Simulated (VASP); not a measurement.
Bi, 4 atoms in the cell. The structure is cubic, space group Pm-3m (No. 221). Conventional cell: a = 5.185 Å, b = 5.185 Å, c = 5.185 Å, α = 90.00°, β = 90.00°, γ = 90.00°. Within 3.4 Å of Bi (site symmetry m-3m) lie 6 Bi at 2.59 Å. Within 3.4 Å of Bi (site symmetry 4/mmm) lie 2 Bi at 2.59 Å. 

| Quantity | Value |
| --- | --- |
| Program | VASP 6.6.1 |
| Task | relaxation of cell and atoms |
| Functional | PBE |
| Potentials or basis | VASP PAW PBE potentials, release 64 (Bi_d) |
| Cutoff | 600 eV |
| k mesh | 4 × 4 × 4 |
| Occupations | gaussian, width 0.1 eV |
| Spin | no spin polarisation |
| Dipole correction | no |
| Further INCAR settings | ALGO = Normal; EDIFF = 1e-07; IBRION = 2; EDIFFG = -0.04; NSW = 90; ISIF = 3 |

Potentials or basis: VASP PAW PBE potentials, release 64 (Bi_d).

Launch:

```sh
$ cat potpaw_PBE.64/Bi_d/POTCAR > POTCAR
$ mpirun -np 1 vasp_std > vasp.out
```

Hardware: 1 thread of Intel Xeon 6975P-C, with other jobs on the host.

**Question.** How long does it take, and how much memory?

**Answer.** It took 7.4 min on 1 thread of Intel Xeon 6975P-C (shared host), peak memory 0.28 GiB. Counts: scf iterations 80, k points 10, ion steps 5.
